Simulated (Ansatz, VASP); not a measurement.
## Two plane-wave programs on Te2Mo

```
CELL_PARAMETERS angstrom
6.44532 0.00000 0.00000
0.00000 3.52620 0.00000
-0.08687 0.00000 36.65194
ATOMIC_POSITIONS crystal
Te 0.42925 0.75000 0.54070
Te 0.57075 0.25000 0.45930
Te 0.92085 0.25000 0.55653
Te 0.07915 0.75000 0.44347
Mo 0.18135 0.25000 0.49747
Mo 0.81865 0.75000 0.50253
```

Alike in both runs: task single point; functional revPBE; dispersion D4; k mesh 4 × 8 × 1; occupations fermi-dirac, width 0.05 eV; no spin polarisation.

|  | VASP | Ansatz |
| --- | --- | --- |
| version | VASP 6.6.1 | Ansatz 0.2.0 |
| potentials or method | VASP PAW PBE potentials, release 64 (Te, Mo_sv) | Ansatz PAW |
| plane-wave cutoff (eV) | 520 | 420 |
| valence electrons in the cell | 52 | 92 |

Ansatz gave:

| Quantity | Value |
| --- | --- |
| gap on the k mesh at the Fermi level (eV) | none |
| rms of the force components (eV/Å) | 0.216 |

Task: Which values does VASP return?

Result: gap on the k mesh at the Fermi level (eV): none; rms of the force components (eV/Å): 0.215.

VASP's potentials were made for PBE, not for revPBE. Atom by atom the forces differ by 0.003 eV/Å (rms over components). A gap of «none» marks a metal or a gap that the smearing closes. VASP's potentials hold 52 valence electrons a cell and Ansatz's 92, so a difference there can come from the potentials and not from the codes.

Spin-orbit coupling is off throughout.
